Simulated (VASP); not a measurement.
## Mo: single point with PBE

The system is Mo.

```
Mo
1.0
     4.46954    0.00000    0.00000
    -2.23477    3.87073    0.00000
     2.23477    1.29024    0.91234
Mo
1
Direct
  0.00000 0.00000 0.00000
```

| Quantity | Value |
| --- | --- |
| Program | VASP 6.6.1 |
| Task | single point |
| Functional | PBE |
| Potentials or basis | VASP PAW PBE potentials, release 64 (Mo_sv) |
| Cutoff | 520 eV |
| k mesh | 9 × 9 × 37 |
| Occupations | gaussian, width 0.1 eV |
| Spin | no spin polarisation |

- Pressure: 0.5 GPa
- Band gap on the k mesh: zero (bands 7 and 8 overlap by 5.02 eV)

Levels at points of the mesh, in eV from the Fermi level:
```tsv
k point	band 5	band 6	band 7	band 8	band 9	band 10
(0.00, 0.00, 0.00)	-7.23	-1.37	-1.37	-1.37	1.62	1.62
```

It took 5.3 min on 1 thread of Intel(R) Xeon(R) Platinum 8488C (Sapphire Rapids), with other jobs on the host, peak memory 0.42 GiB.
